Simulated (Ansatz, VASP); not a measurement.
# AlRu in VASP and in Ansatz

INCAR

```
  PREC = Accurate
  ENCUT = 520
  EDIFF = 1E-6
  ISMEAR = 1
  SIGMA = 0.15
  LREAL = F
  LASPH = T
  NELM = 100
  ALGO = Normal
  ISIF = 2
  LWAVE = F
  LCHARG = T
  GGA = PE
  LELF = T
  LVHAR = T
  NBANDS = 16
```

File KPOINTS:

```
regular mesh
0
Gamma
  12 12 12
```

File POSCAR:

```
AlRu
1.0
    2.9916000000      0.0000000000      0.0000000000
    0.0000000000      2.9916000000      0.0000000000
    0.0000000000      0.0000000000      2.9616840000
Al Ru
1 1
Direct
    0.0000000000      0.0000000000      0.0000000000
    0.5000000000      0.5000000000      0.5000000000
```

Input for Ansatz:

```yaml
crystal:
  lattice:
    - [2.9916, 0.0, 0.0]
    - [0.0, 2.9916, 0.0]
    - [0.0, 0.0, 2.961684]
  atoms:
    - { symbol: Al, position: [0.0, 0.0, 0.0] }
    - { symbol: Ru, position: [0.5, 0.5, 0.5] }
basis:
  ecutwfc: 520.0
kpoints:
  mp_grid:
    grid: [12, 12, 12]
hamiltonian:
  xc: pbe
scf:
  occupations:
    method: cold
    width: 0.15
output:
  stress: true
```

Alike in both runs: task single point; functional PBE; k mesh 12 × 12 × 12; no spin polarisation.

```csv
,VASP,Ansatz
version,VASP 6.6.1,Ansatz 0.2.0
potentials or method,"VASP PAW PBE potentials, release 64 (Al, Ru_pv), cutoff 520 eV","plane waves, PAW"
occupations,"methfessel-paxton of order 1, width 0.15 eV","cold, width 0.15 eV"
valence electrons in the cell,17,19
```

Ansatz gave:

```
pressure (GPa)                                                : 4.6
traceless stress, the component that is largest in VASP (GPa) : 1.27
```

Q: Which values does VASP return?

A: Pressure (GPa): 4.6; traceless stress, the component that is largest in VASP (GPa): 1.26.

VASP's potentials hold 17 valence electrons a cell and Ansatz's 19, so a difference there can come from the potentials and not from the codes.
